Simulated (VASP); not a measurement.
# BaC5 (P6/mmm) in VASP: single point with PBE

Aim: the single point of BaC5 with PBE.

Everything below comes from runs of VASP 6.6.1. Logs are shortened: lines on timing, memory, paths and dates and some standing lists are left out, and cuts for length are marked.

### 1 The cell of the first run

Symmetry: P6/mmm, No. 191, hexagonal system. The conventional cell has a = 5.140 Å, b = 5.140 Å, c = 2.752 Å, α = 90.00°, β = 90.00°, γ = 120.00°. Within 3.4 Å of Ba (site symmetry 6/mmm) lie 18 C at 2.57 to 3.27 Å and 2 Ba at 2.75 Å. Within 2.8 Å of C (site symmetry mmm) lie 10 C at 2.02 to 2.75 Å and 2 Ba at 2.57 Å. Within 2.8 Å of C (site symmetry -6m2) lie 8 C at 2.02 to 2.75 Å.

The cell was generated, and may not be a known phase.

### 2 Single point, PBE

File INCAR:

```
  ALGO = Normal
  EDIFF = 1E-6
  ENCUT = 910
  GGA = PE
  GGA_COMPAT = False
  ISIF = 2
  ISMEAR = 0
  LASPH = True
  LCHARG = False
  LREAL = False
  LWAVE = False
  NBANDS = 24
  NELM = 120
  PREC = Accurate
  SIGMA = 0.1
```

File KPOINTS:

```
k-points
0
Gamma
  9 9 14
```

File POSCAR:

```
BaC5
1.0
    5.1397959798      0.0000000000      0.0000000000
   -2.5698979899      4.4511938888      0.0000000000
    0.0000000000      0.0000000000      2.7516613960
Ba C
1 5
Direct
    0.0000000000      0.0000000000      0.0000000000
    0.5000000000      0.0000000000      0.0000000000
    0.0000000000      0.5000000000      0.0000000000
    0.5000000000      0.5000000000      0.0000000000
    0.3333333333      0.6666666667      0.5000000000
    0.6666666667      0.3333333333      0.5000000000
```

Potentials or basis: VASP PAW PBE potentials, release 64 (Ba_sv, C_h).

The run is started by

```sh
$ cat potpaw_PBE.64/Ba_sv/POTCAR potpaw_PBE.64/C_h/POTCAR > POTCAR
$ mpirun -np 1 vasp_std > vasp.out
```

OUTCAR:

```text
EDIFF = 1E-6
   ENCUT = 910
   GGA = PE
   ISIF = 2
   ISMEAR = 0
   LASPH = True
   LREAL = False
   NELM = 120
   PREC = Accurate

 ion  position               nearest neighbor table
   1  0.000  0.000  0.000-   2 2.57   2 2.57   4 2.57   3 2.57   3 2.57   4 2.57
   2  0.500  0.000  0.000-   1 2.57   1 2.57
   3  0.000  0.500  0.000-   1 2.57   1 2.57
   4  0.500  0.500  0.000-   1 2.57   1 2.57
   5  0.333  0.667  0.500-
   6  0.667  0.333  0.500-

  LATTYP: Found a hexagonal cell.
 ALAT       =     5.1397959798
 C/A-ratio  =     0.5353639341

  Lattice vectors:

 A1 = (   5.1397959798,   0.0000000000,   0.0000000000)
 A2 = (  -2.5698979899,   4.4511938888,   0.0000000000)
 A3 = (   0.0000000000,   0.0000000000,   2.7516613960)

Analysis of symmetry for initial positions (statically):
=====================================================================
 Subroutine PRICEL returns:
 Original cell was already a primitive cell.

 Routine SETGRP: Setting up the symmetry group for a
 hexagonal supercell.

 Subroutine GETGRP returns: Found 24 space group operations
 (whereof 24 operations were pure point group operations)
 out of a pool of 24 trial point group operations.

The static configuration has the point symmetry D_6h.

Analysis of symmetry for dynamics (positions and initial velocities):
=====================================================================
 Subroutine PRICEL returns:
 Original cell was already a primitive cell.

 Routine SETGRP: Setting up the symmetry group for a
 hexagonal supercell.

 Subroutine GETGRP returns: Found 24 space group operations
 (whereof 24 operations were pure point group operations)
 out of a pool of 24 trial point group operations.

The dynamic configuration has the point symmetry D_6h.

 Subroutine INISYM returns: Found 24 space group operations
 (whereof 24 operations are pure point group operations),
 and found     1 'primitive' translations

----------------------------------------------------------------------------------------

                                     Primitive cell

  volume of cell :      62.9531

  direct lattice vectors                    reciprocal lattice vectors
     5.139795980  0.000000000  0.000000000     0.194560252  0.112329414  0.000000000
    -2.569897990  4.451193889  0.000000000     0.000000000  0.224658827  0.000000000
     0.000000000  0.000000000  2.751661396     0.000000000  0.000000000  0.363416808

  length of vectors
     5.139795980  5.139795980  2.751661396     0.224658827  0.224658827  0.363416808

  position of ions in fractional coordinates (direct lattice)
     0.000000000  0.000000000  0.000000000
     0.500000000  0.000000000  0.000000000
     0.000000000  0.500000000  0.000000000
     0.500000000  0.500000000  0.000000000
     0.333333333  0.666666667  0.500000000
     0.666666667  0.333333333  0.500000000

  ion indices of the primitive-cell ions
   primitive index   ion index
                 1           1
                 2           2
                 3           3
                 4           4
                 5           5
                 6           6

----------------------------------------------------------------------------------------

 KPOINTS: k-points

Automatic generation of k-mesh.
 Grid dimensions read from file:
 generate k-points for:    9    9   14

 Generating k-lattice:

  Cartesian coordinates                     Fractional coordinates (reciprocal lattice)
     0.021617806  0.012481046  0.000000000     0.111111111  0.000000000  0.000000000
     0.000000000  0.024962092  0.000000000     0.000000000  0.111111111  0.000000000
     0.000000000  0.000000000  0.025958343     0.000000000  0.000000000  0.071428571

  Length of vectors
     0.024962092  0.024962092  0.025958343

  Shift w.r.t. Gamma in fractional coordinates (k-lattice)
     0.000000000  0.000000000  0.000000000

 Subroutine IBZKPT returns following result:
 ===========================================

 Found     96 irreducible k-points:

 Following reciprocal coordinates:
            Coordinates               Weight
  0.000000  0.000000  0.000000      1.000000
  0.111111  0.000000  0.000000      6.000000
  0.222222  0.000000  0.000000      6.000000
  0.333333  0.000000  0.000000      6.000000
  0.444444  0.000000  0.000000      6.000000
  0.111111  0.111111  0.000000      6.000000
[... 16 lines left out ...]
  0.333333  0.222222  0.071429     24.000000
  0.333333  0.333333  0.071429      4.000000
 [... further k-points ...]
   k-points           NKPTS =     96   k-points in BZ     NKDIM =     96   number of bands    NBANDS=     24
   number of dos      NEDOS =    301   number of ions     NIONS =      6
   total plane-waves  NPLWV =  81648
   dimension x,y,z NGX =    54 NGY =   54 NGZ =   28
   dimension x,y,z NGXF=   108 NGYF=  108 NGZF=   56
   ions per type =               1   5
   NGX,Y,Z   is equivalent  to a cutoff of  17.47, 17.47, 16.92 a.u.
   NGXF,Y,Z  is equivalent  to a cutoff of  34.93, 34.93, 33.83 a.u.
 SYSTEM =  unknown system
   PREC   = accura    normal or accurate (medium, high low for compatibility)
   ISTART =      0    job   : 0-new  1-cont  2-samecut
   ICHARG =      2    charge: 1-file 2-atom 10-const
   ISPIN  =      1    spin polarized calculation?
   LNONCOLLINEAR =      F non collinear calculations
   LSORBIT =      F    spin-orbit coupling
   LASPH  =      T    aspherical Exc in radial PAW
   ENCUT  =  910.0 eV  66.88 Ry    8.18 a.u.  12.64 12.64  6.77*2*pi/ulx,y,z
   NELM   =    120;   NELMIN=  2; NELMDL= -5     # of ELM steps
   EDIFF  = 0.1E-05   stopping-criterion for ELM
   LREAL  =      F    real-space projection
   EDIFFG = 0.1E-04   stopping-criterion for IOM
   NSW    =      0    number of steps for IOM
   IBRION =     -1    ionic relax: 0-MD 1-quasi-New 2-CG
   NFREE  =      0    steps in history (QN), initial steepest desc. (CG)
   ISIF   =      2    stress and relaxation
   ISYM   =      2    0-nonsym 1-usesym 2-fastsym
   POTIM  = 0.5000    time-step for ionic-motion
   TEBEG  =    0.0;   TEEND  =   0.0 temperature during run
   PSTRESS=    0.0 pullay stress
   NELECT =      30.0000    total number of electrons
   NUPDOWN=      -1.0000    fix difference up-down
   EMIN   =  10.00;   EMAX   =-10.00  energy-range for DOS
   EFERMI =   0.00;   METHOD = LEGACY
   ISMEAR =     0;   SIGMA  =   0.10  broadening in eV -4-tet -1-fermi 0-gaus
   EFERMI_NEDOS =   21; number of points for ismear=-14 and -15
   IALGO  =     38    algorithm
   IMIX   =      4    mixing-type and parameters
     AMIX     =   0.40;   BMIX     =  1.00
     AMIX_MAG =   1.60;   BMIX_MAG =  1.00
  volume/ion in A,a.u.               =      10.49        70.80
  Fermi-wavevector in a.u.,A,eV,Ry     =   1.278722  2.416434 22.247292  1.635130
  Thomas-Fermi vector in A             =   2.411248
   LORBIT       =      0    0 simple, 1 ext, 2 COOP (PROOUT), +10 PAW based schemes
   GGA     = PE    functional components
   LHFCALC =     F    Hartree Fock is set to
   AEXX    =    0.0000 exact exchange contribution
   IVDW    =     0    specifies the selected vdW correction
   LEPSILON=     F    determine dielectric tensor
   LRPA    =     F    only Hartree local field effects (RPA)
 non-spin polarized calculation
 Gauss-broadening in eV      SIGMA  =   0.10
  energy-cutoff  :      910.00
  volume of cell :       62.95
 maximum number of plane-waves:      3950
 NGX is ok and might be reduce to    54
   NGX = 25   NGY = 25   NGZ = 13

 number of electron      30.0000000 magnetization

 Free energy of the ion-electron system (eV)
  ---------------------------------------------------
  ext. energy  EPLUGINS =         0.00000000
  ---------------------------------------------------
  free energy    TOTEN  =       -28.52757050 eV

  energy without entropy =      -28.50895644  energy(sigma->0) =      -28.51826347

 E-fermi :   6.6084     XC(G=0): -11.8484

 val. band max:        6.5971751387   @ k =   0.4444   0.1111   0.2143
 cond. band min:       6.6368884911   @ k =   0.3333   0.1111   0.2857
 fundamental gap:      0.0397133525
 Fermi energy:         6.6084008859

 k-point     1 :       0.0000    0.0000    0.0000
  band No.  band energies     occupation
      1     -21.7693      2.00000
      2      -9.2030      2.00000
      3      -7.3283      2.00000
      4      -7.3283      2.00000
      5      -5.3574      2.00000
      6      -4.2984      2.00000
[... 16 lines left out ...]
     23      12.5495      0.00000
     24      12.5495      0.00000

 k-point     2 :       0.1111    0.0000    0.0000
  band No.  band energies     occupation
      1     -21.7667      2.00000
      2      -9.3171      2.00000
      3      -7.3953      2.00000
      4      -7.1868      2.00000
      5      -5.7730      2.00000
      6      -4.1384      2.00000
[... 16 lines left out ...]
     23      12.7679      0.00000
     24      13.1179      0.00000

 k-point     3 :       0.2222    0.0000    0.0000
  band No.  band energies     occupation
      1     -21.7603      2.00000
      2      -9.5414      2.00000
      3      -7.5455      2.00000
      4      -7.1375      2.00000
      5      -5.9274      2.00000
      6      -3.7315      2.00000
[... 16 lines left out ...]
     23      13.1428      0.00000
     24      13.5910      0.00000

 k-point     4 :       0.3333    0.0000    0.0000
  band No.  band energies     occupation
      1     -21.7529      2.00000
      2      -9.7343      2.00000
      3      -7.6918      2.00000
      4      -7.4179      2.00000
      5      -5.4731      2.00000
      6      -3.2442      2.00000
[... 16 lines left out ...]
     23      13.3161      0.00000
     24      13.5508      0.00000

 k-point     5 :       0.4444    0.0000    0.0000
  band No.  band energies     occupation
      1     -21.7481      2.00000
      2      -9.8388      2.00000
      3      -7.7769      2.00000
      4      -7.6238      2.00000
      5      -5.0217      2.00000
      6      -2.8948      2.00000
[... 16 lines left out ...]
     23      13.1384      0.00000
     24      13.2537      0.00000

 k-point     6 :       0.1111    0.1111    0.0000
  band No.  band energies     occupation
      1     -21.7622      2.00000
      2      -9.4749      2.00000
      3      -7.6313      2.00000
      4      -6.8998      2.00000
      5      -6.0535      2.00000
      6      -3.8587      2.00000
[... 16 lines left out ...]
     23      13.2162      0.00000
     24      13.5263      0.00000
[... 379 lines left out ...]
 k-point    21 :       0.4444    0.1111    0.0714
  band No.  band energies     occupation
      1     -21.6777      2.00000
      2      -9.7197      2.00000
      3      -8.3417      2.00000
      4      -6.8424      2.00000
      5      -4.9619      2.00000
      6      -3.1736      2.00000
[... 16 lines left out ...]
     23      13.2937      0.00000
     24      13.6907      0.00000

 k-point    22 :       0.2222    0.2222    0.0714
  band No.  band energies     occupation
      1     -21.6806      2.00000
      2      -9.6098      2.00000
      3      -8.4789      2.00000
      4      -5.9893      2.00000
      5      -5.8890      2.00000
      6      -3.3862      2.00000
[... 16 lines left out ...]
     23      12.8467      0.00000
     24      13.5978      0.00000

 k-point    23 :       0.3333    0.2222    0.0714
  band No.  band energies     occupation
      1     -21.6769      2.00000
      2      -9.5701      2.00000
      3      -8.8376      2.00000
      4      -5.9928      2.00000
      5      -5.2704      2.00000
      6      -3.7047      2.00000
[... 16 lines left out ...]
     23      13.2497      0.00000
     24      13.7488      0.00000

 k-point    24 :       0.3333    0.3333    0.0714
  band No.  band energies     occupation
      1     -21.6756      2.00000
      2      -9.2892      2.00000
      3      -9.2892      2.00000
      4      -5.3830      2.00000
      5      -5.3830      2.00000
      6      -4.1591      2.00000
[... 16 lines left out ...]
     23      13.5266      0.00000
     24      13.6337      0.00000

 [... further k-points ...]

------------------------ aborting loop because EDIFF is reached ----------------------------------------

  FORCE on cell =-STRESS in cart. coord.  units (eV):
  Direction    XX          YY          ZZ          XY          YZ          ZX
  --------------------------------------------------------------------------------------
  -------------------------------------------------------------------------------------
  Total        1.3866507      1.3866507      1.6006342      0.0000000     -0.0000000      0.0000000
  in kB       35.2907009     35.2907009     40.7366482      0.0000000     -0.0000000      0.0000000
  external PRESSURE =      37.1060167 kB  Pullay stress =       0.0000000 kB

 VOLUME and BASIS-vectors are now :
 -----------------------------------------------------------------------------
  energy-cutoff  :      910.00
  volume of cell :       62.95
      direct lattice vectors                 reciprocal lattice vectors
     5.139795980  0.000000000  0.000000000     0.194560252  0.112329414  0.000000000
    -2.569897990  4.451193889  0.000000000     0.000000000  0.224658827  0.000000000
     0.000000000  0.000000000  2.751661396     0.000000000  0.000000000  0.363416808

 POSITION                                       TOTAL-FORCE (eV/Angst)
 -----------------------------------------------------------------------------------
      0.00000      0.00000      0.00000         0.000000      0.000000      0.000000
      2.56990      0.00000      0.00000         0.000000      0.000000      0.000000
     -1.28495      2.22560      0.00000         0.000000      0.000000      0.000000
      1.28495      2.22560      0.00000         0.000000      0.000000      0.000000
     -0.00000      2.96746      1.37583         0.000000     -0.000000      0.000000
      2.56990      1.48373      1.37583        -0.000000      0.000000      0.000000
 -----------------------------------------------------------------------------------
    total drift:                                0.000000     -0.000000      0.000000

  FREE ENERGIE OF THE ION-ELECTRON SYSTEM (eV)
  ---------------------------------------------------
  free  energy   TOTEN  =       -28.5275704962 eV

  energy  without entropy=      -28.5089564438  energy(sigma->0) =      -28.51826347
```

Run time: 5.6 min. Hardware: 1 thread of Intel Xeon Platinum 8488C (Sapphire Rapids), shared host; peak memory 0.46 GiB.

What came out:

```
Free energy            : -28.5276 eV
Pressure               : 3.7 GPa
Band gap on the k mesh : zero (bands 15 and 16 overlap by 3.01 eV)
```

Levels at points of the mesh, in eV from the Fermi level:
| k point | band 13 | band 14 | band 15 | band 16 | band 17 | band 18 |
| --- | --- | --- | --- | --- | --- | --- |
| (0.00, 0.00, 0.00) | 1.02 | 1.32 | 1.74 | 1.74 | 2.01 | 2.01 |
| (0.00, 0.00, 0.50) | -1.86 | -1.86 | -0.20 | -0.20 | 1.76 | 3.00 |

Caveat: the cell stands under pressure; spin-orbit coupling is left out, which moves the levels of the heavy elements.

The gap in the log of VASP goes by the Fermi energy; the results here count the filled bands.